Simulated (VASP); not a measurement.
# Be3Ga3C2 (P-6m2) in VASP: relaxation of cell and atoms with PBE

Aim: the relaxation of cell and atoms of Be3Ga3C2 with PBE.

Everything below comes from runs of VASP 6.6.1. Logs are shortened: lines on timing, memory, paths and dates and some standing lists are left out, and cuts for length are marked.

## Step 1: The cell of the first run

It takes space group P-6m2 (No. 187, hexagonal). Conventional cell: a = 6.583 Å, b = 6.583 Å, c = 2.677 Å, α = 90.00°, β = 90.00°, γ = 120.00°. Be (site symmetry mm2) has 2 C at 1.80 Å and 2 Be at 2.10 Å within 2.4 Å. Ga (site symmetry mm2) has 2 C at 2.22 Å and 2 Ga at 2.68 Å and 4 Be at 2.71 Å within 2.9 Å. C (site symmetry -6m2) has 6 Ga at 2.22 Å and 2 C at 2.68 Å within 2.9 Å. Within 2.4 Å of C (site symmetry -6m2) lie 6 Be at 1.80 Å.

## Step 2: Relaxation of cell and atoms, PBE

INCAR reads:

```
PREC = Accurate
ENCUT = 600
EDIFF = 1E-7
ISMEAR = 0
SIGMA = 0.1
LREAL = F
LASPH = T
NELM = 100
ALGO = Normal
ISIF = 3
LWAVE = F
LCHARG = F
GGA = PE
IBRION = 2
NSW = 100
EDIFFG = -0.01
```

KPOINTS reads:

```
regular mesh
0
Gamma
  9 9 14
```

POSCAR reads:

```
Be3Ga3C2
1.0
    6.5826250101      0.0000000000      0.0000000000
   -3.2913125050      5.7007204823      0.0000000000
    0.0000000000      0.0000000000      2.6772743657
Be Ga C
3 3 2
Direct
    0.8788906353      0.4394453177      0.5000000000
    0.5605546823      0.4394453177      0.5000000000
    0.5605546823      0.1211093647      0.5000000000
    0.6894862859      0.8447431429      0.0000000000
    0.1552568571      0.8447431429      0.0000000000
    0.1552568571      0.3105137141      0.0000000000
    0.0000000000      0.0000000000      0.5000000000
    0.6666666667      0.3333333333      0.0000000000
```

Potentials or basis: VASP PAW PBE potentials, release 64 (Be, Ga_d, C).

Command:

```
$ cat potpaw_PBE.64/Be/POTCAR potpaw_PBE.64/Ga_d/POTCAR potpaw_PBE.64/C/POTCAR > POTCAR
$ mpirun -np 1 vasp_std > vasp.out
```

OUTCAR:

```text
PREC = Accurate
   ENCUT = 600
   EDIFF = 1E-7
   ISMEAR = 0
   LREAL = F
   LASPH = T
   NELM = 100
   ISIF = 3
   GGA = PE
   IBRION = 2
   NSW = 100
   EDIFFG = -0.01

 ion  position               nearest neighbor table
   1  0.879  0.439  0.500-   8 1.80   8 1.80   3 2.10   2 2.10
   2  0.561  0.439  0.500-   8 1.80   8 1.80   3 2.10   1 2.10
   3  0.561  0.121  0.500-   8 1.80   8 1.80   2 2.10   1 2.10
   4  0.689  0.845  0.000-   7 2.22   7 2.22
   5  0.155  0.845  0.000-   7 2.22   7 2.22
   6  0.155  0.311  0.000-   7 2.22   7 2.22
   7  0.000  0.000  0.500-   6 2.22   6 2.22   4 2.22   4 2.22   5 2.22   5 2.22
   8  0.667  0.333  0.000-   3 1.80   3 1.80   1 1.80   1 1.80   2 1.80   2 1.80

  LATTYP: Found a hexagonal cell.
 ALAT       =     6.5826250101
 C/A-ratio  =     0.4067183474

  Lattice vectors:

 A1 = (   6.5826250101,   0.0000000000,   0.0000000000)
 A2 = (  -3.2913125050,   5.7007204823,   0.0000000000)
 A3 = (   0.0000000000,   0.0000000000,   2.6772743657)

Analysis of symmetry for initial positions (statically):
=====================================================================
 Subroutine PRICEL returns:
 Original cell was already a primitive cell.

 Routine SETGRP: Setting up the symmetry group for a
 hexagonal supercell.

 Subroutine GETGRP returns: Found 12 space group operations
 (whereof 12 operations were pure point group operations)
 out of a pool of 24 trial point group operations.

The static configuration has the point symmetry D_3h.

Analysis of symmetry for dynamics (positions and initial velocities):
=====================================================================
 Subroutine PRICEL returns:
 Original cell was already a primitive cell.

 Routine SETGRP: Setting up the symmetry group for a
 hexagonal supercell.

 Subroutine GETGRP returns: Found 12 space group operations
 (whereof 12 operations were pure point group operations)
 out of a pool of 24 trial point group operations.

The dynamic configuration has the point symmetry D_3h.

 Subroutine INISYM returns: Found 12 space group operations
 (whereof 12 operations are pure point group operations),
 and found     1 'primitive' translations

----------------------------------------------------------------------------------------

                                     Primitive cell

  volume of cell :     100.4666

  direct lattice vectors                    reciprocal lattice vectors
     6.582625010  0.000000000  0.000000000     0.151915079  0.087708212  0.000000000
    -3.291312505  5.700720482  0.000000000     0.000000000  0.175416424  0.000000000
     0.000000000  0.000000000  2.677274366     0.000000000  0.000000000  0.373514203

  length of vectors
     6.582625010  6.582625010  2.677274366     0.175416424  0.175416424  0.373514203

  position of ions in fractional coordinates (direct lattice)
     0.878890635  0.439445318  0.500000000
     0.560554682  0.439445318  0.500000000
     0.560554682  0.121109365  0.500000000
     0.689486286  0.844743143  0.000000000
     0.155256857  0.844743143  0.000000000
     0.155256857  0.310513714  0.000000000
     0.000000000  0.000000000  0.500000000
     0.666666667  0.333333333  0.000000000

  ion indices of the primitive-cell ions
   primitive index   ion index
                 1           1
                 2           2
                 3           3
                 4           4
                 5           5
                 6           6
                 7           7
                 8           8

----------------------------------------------------------------------------------------

 KPOINTS: regular mesh

Automatic generation of k-mesh.
 Grid dimensions read from file:
 generate k-points for:    9    9   14

 Generating k-lattice:

  Cartesian coordinates                     Fractional coordinates (reciprocal lattice)
     0.016879453  0.009745357  0.000000000     0.111111111  0.000000000  0.000000000
     0.000000000  0.019490714  0.000000000     0.000000000  0.111111111  0.000000000
     0.000000000  0.000000000  0.026679586     0.000000000  0.000000000  0.071428571

  Length of vectors
     0.019490714  0.019490714  0.026679586

  Shift w.r.t. Gamma in fractional coordinates (k-lattice)
     0.000000000  0.000000000  0.000000000

 Subroutine IBZKPT returns following result:
 ===========================================

 Found     96 irreducible k-points:

 Following reciprocal coordinates:
            Coordinates               Weight
  0.000000  0.000000  0.000000      1.000000
  0.111111  0.000000  0.000000      6.000000
  0.222222  0.000000  0.000000      6.000000
  0.333333  0.000000  0.000000      6.000000
  0.444444  0.000000  0.000000      6.000000
  0.111111  0.111111  0.000000      6.000000
[... 16 lines left out ...]
  0.333333  0.222222  0.071429     24.000000
  0.333333  0.333333  0.071429      4.000000
 [... further k-points ...]
   k-points           NKPTS =     96   k-points in BZ     NKDIM =     96   number of bands    NBANDS=     31
   number of dos      NEDOS =    301   number of ions     NIONS =      8
   total plane-waves  NPLWV =  69984
   dimension x,y,z NGX =    54 NGY =   54 NGZ =   24
   dimension x,y,z NGXF=   108 NGYF=  108 NGZF=   48
   ions per type =               3   3   2
   NGX,Y,Z   is equivalent  to a cutoff of  13.64, 13.64, 14.90 a.u.
   NGXF,Y,Z  is equivalent  to a cutoff of  27.28, 27.28, 29.81 a.u.
 SYSTEM =  unknown system
   PREC   = accura    normal or accurate (medium, high low for compatibility)
   ISTART =      0    job   : 0-new  1-cont  2-samecut
   ICHARG =      2    charge: 1-file 2-atom 10-const
   ISPIN  =      1    spin polarized calculation?
   LNONCOLLINEAR =      F non collinear calculations
   LSORBIT =      F    spin-orbit coupling
   LASPH  =      T    aspherical Exc in radial PAW
   ENCUT  =  600.0 eV  44.10 Ry    6.64 a.u.  13.15 13.15  5.35*2*pi/ulx,y,z
   NELM   =    100;   NELMIN=  2; NELMDL= -5     # of ELM steps
   EDIFF  = 0.1E-06   stopping-criterion for ELM
   LREAL  =      F    real-space projection
   EDIFFG = -.1E-01   stopping-criterion for IOM
   NSW    =    100    number of steps for IOM
   IBRION =      2    ionic relax: 0-MD 1-quasi-New 2-CG
   NFREE  =      1    steps in history (QN), initial steepest desc. (CG)
   ISIF   =      3    stress and relaxation
   ISYM   =      2    0-nonsym 1-usesym 2-fastsym
   POTIM  = 0.5000    time-step for ionic-motion
   TEBEG  =    0.0;   TEEND  =   0.0 temperature during run
   PSTRESS=    0.0 pullay stress
   NELECT =      53.0000    total number of electrons
   NUPDOWN=      -1.0000    fix difference up-down
   EMIN   =  10.00;   EMAX   =-10.00  energy-range for DOS
   EFERMI =   0.00;   METHOD = LEGACY
   ISMEAR =     0;   SIGMA  =   0.10  broadening in eV -4-tet -1-fermi 0-gaus
   EFERMI_NEDOS =   21; number of points for ismear=-14 and -15
   IALGO  =     38    algorithm
   IMIX   =      4    mixing-type and parameters
     AMIX     =   0.40;   BMIX     =  1.00
     AMIX_MAG =   1.60;   BMIX_MAG =  1.00
  volume/ion in A,a.u.               =      12.56        84.75
  Fermi-wavevector in a.u.,A,eV,Ry     =   1.322796  2.499722 23.807328  1.749789
  Thomas-Fermi vector in A             =   2.452451
   LORBIT       =      0    0 simple, 1 ext, 2 COOP (PROOUT), +10 PAW based schemes
   GGA     = PE    functional components
   LHFCALC =     F    Hartree Fock is set to
   AEXX    =    0.0000 exact exchange contribution
   IVDW    =     0    specifies the selected vdW correction
   LEPSILON=     F    determine dielectric tensor
   LRPA    =     F    only Hartree local field effects (RPA)
 conjugate gradient relaxation of ions
 non-spin polarized calculation
 Gauss-broadening in eV      SIGMA  =   0.10
  energy-cutoff  :      600.00
  volume of cell :      100.47
 maximum number of plane-waves:      3381
 NGX is ok and might be reduce to    54
   NGX = 27   NGY = 27   NGZ = 11

--------------------------------------- Ionic step        1  -------------------------------------------

 number of electron      53.0000005 magnetization

 Free energy of the ion-electron system (eV)
  ---------------------------------------------------
  ext. energy  EPLUGINS =         0.00000000
  ---------------------------------------------------
  free energy    TOTEN  =       -32.91340161 eV

  energy without entropy =      -32.90000705  energy(sigma->0) =      -32.90670433

------------------------ aborting loop because EDIFF is reached ----------------------------------------

  FORCE on cell =-STRESS in cart. coord.  units (eV):
  Direction    XX          YY          ZZ          XY          YZ          ZX
  --------------------------------------------------------------------------------------
  -------------------------------------------------------------------------------------
  Total        0.0223617      0.0223617      1.4603631      0.0000000     -0.0000000      0.0000000
  in kB        0.3566104      0.3566104     23.2889380      0.0000000     -0.0000000      0.0000000
  external PRESSURE =       8.0007196 kB  Pullay stress =       0.0000000 kB
[... 107 lines left out ...]
  FREE ENERGIE OF THE ION-ELECTRON SYSTEM (eV)
  ---------------------------------------------------
  free  energy   TOTEN  =       -32.9289954175 eV

  energy  without entropy=      -32.9138269462  energy(sigma->0) =      -32.92141118

[... ionic steps 4 to 8 ...]

--------------------------------------- Ionic step        9  -------------------------------------------

 number of electron      53.0000014 magnetization

------------------------ aborting loop because EDIFF is reached ----------------------------------------
[... 79 lines left out ...]
--------------------------------------- Ionic step       11  -------------------------------------------

 number of electron      53.0000013 magnetization

 Free energy of the ion-electron system (eV)
  ---------------------------------------------------
  ext. energy  EPLUGINS =         0.00000000
  ---------------------------------------------------
  free energy    TOTEN  =       -32.95381086 eV

  energy without entropy =      -32.93952595  energy(sigma->0) =      -32.94666840

 E-fermi :   5.7358     XC(G=0): -10.8825

 val. band max:        5.7339258198   @ k =   0.2222   0.2222   0.1429
 cond. band min:       5.7447055932   @ k =   0.4444   0.1111   0.3571
 fundamental gap:      0.0107797734
 Fermi energy:         5.7358458364

 k-point     1 :       0.0000    0.0000    0.0000
  band No.  band energies     occupation
      1      -9.3734      2.00000
      2      -9.3029      2.00000
      3      -9.3029      2.00000
      4      -9.2866      2.00000
      5      -9.1270      2.00000
      6      -9.1270      2.00000
[... 805 lines left out ...]
     30      11.1806      0.00000
     31      11.3830      0.00000

 [... further k-points ...]

------------------------ aborting loop because EDIFF is reached ----------------------------------------

  FORCE on cell =-STRESS in cart. coord.  units (eV):
  Direction    XX          YY          ZZ          XY          YZ          ZX
  --------------------------------------------------------------------------------------
  -------------------------------------------------------------------------------------
  Total       -0.0060902     -0.0060902     -0.0150000     -0.0000000      0.0000000     -0.0000000
  in kB       -0.0997461     -0.0997461     -0.2456723     -0.0000000      0.0000000     -0.0000000
  external PRESSURE =      -0.1483881 kB  Pullay stress =       0.0000000 kB
[... 23 lines left out ...]
  FREE ENERGIE OF THE ION-ELECTRON SYSTEM (eV)
  ---------------------------------------------------
  free  energy   TOTEN  =       -32.9538108611 eV

  energy  without entropy=      -32.9395259477  energy(sigma->0) =      -32.94666840

 reached required accuracy - stopping structural energy minimisation
```

Wall time 21 min (1 thread of Intel Xeon 6975P-C (Granite Rapids), shared host); peak memory 0.5 GiB.

What came out:

- Free energy: -32.9538 eV
- Relaxed volume: 12.23 Å³/atom
- Relaxed cell: a = 6.443 Å, b = 6.443 Å, c = 2.721 Å, α = 90.00°, β = 90.00°, γ = 120.00°
- Space group after relaxing (to 0.05 Å): P-6m2 (No. 187)
- Energy gained by relaxing: 5.1 meV/atom
- Ionic steps: 11
- Pressure after relaxing: 0.0 GPa
- Largest force after relaxing: 0.005 eV/Å

Forces on the atoms (eV/Å):
```
Be  -0.002 -0.001  0.000
Be   0.002 -0.001  0.000
Be   0.000  0.002  0.000
Ga   0.004  0.002  0.000
Ga  -0.004  0.002  0.000
Ga   0.000 -0.005  0.000
C    0.000  0.000  0.000
C    0.000  0.000  0.000
```

The path:
| step | energy change (eV) | largest force (eV/Å) | pressure (GPa) | volume (Å³) |
| --- | --- | --- | --- | --- |
| 1 | 0.0000 | 0.2832 | 0.80 | 100.47 |
| 2 | -0.0150 | 0.1517 | -0.75 | 101.38 |
| 3 | -0.0156 | 0.1206 | -1.11 | 101.61 |
| 4 | -0.0260 | 0.0919 | -0.76 | 100.70 |
| 5 | -0.0344 | 0.1875 | -0.13 | 99.19 |
| 6 | -0.0348 | 0.2258 | 0.04 | 98.80 |
| 7 | -0.0399 | 0.0359 | -0.04 | 97.94 |
| 8 | -0.0399 | 0.0313 | -0.06 | 98.00 |
| 9 | -0.0399 | 0.0327 | -0.04 | 97.98 |
| 10 | -0.0403 | 0.0134 | -0.02 | 97.87 |
| 11 | -0.0404 | 0.0048 | -0.01 | 97.82 |

Final structure:
```yaml
crystal:
  lattice:
    - [6.44329, 0.00000, 0.00000]
    - [-3.22165, 5.58005, 0.00000]
    - [0.00000, 0.00000, 2.72082]
  atoms:
    - { symbol: Be, position: [0.88283, 0.44141, 0.50000] }
    - { symbol: Be, position: [0.55859, 0.44141, 0.50000] }
    - { symbol: Be, position: [0.55859, 0.11717, 0.50000] }
    - { symbol: Ga, position: [0.67717, 0.83859, 0.00000] }
    - { symbol: Ga, position: [0.16141, 0.83859, 0.00000] }
    - { symbol: Ga, position: [0.16141, 0.32283, 0.00000] }
    - { symbol: C, position: [0.00000, 0.00000, 0.50000] }
    - { symbol: C, position: [0.66667, 0.33333, 0.00000] }
```

Levels at points of the mesh, in eV from the Fermi level:
| k point | band 24 | band 25 | band 26 | band 27 | band 28 | band 29 |
| --- | --- | --- | --- | --- | --- | --- |
| (0.00, 0.00, 0.00) | -1.76 | -1.14 | 1.35 | 1.73 | 2.07 | 2.07 |
| (0.00, 0.00, 0.50) | -2.21 | -2.05 | -1.84 | -1.84 | 0.13 | 0.13 |
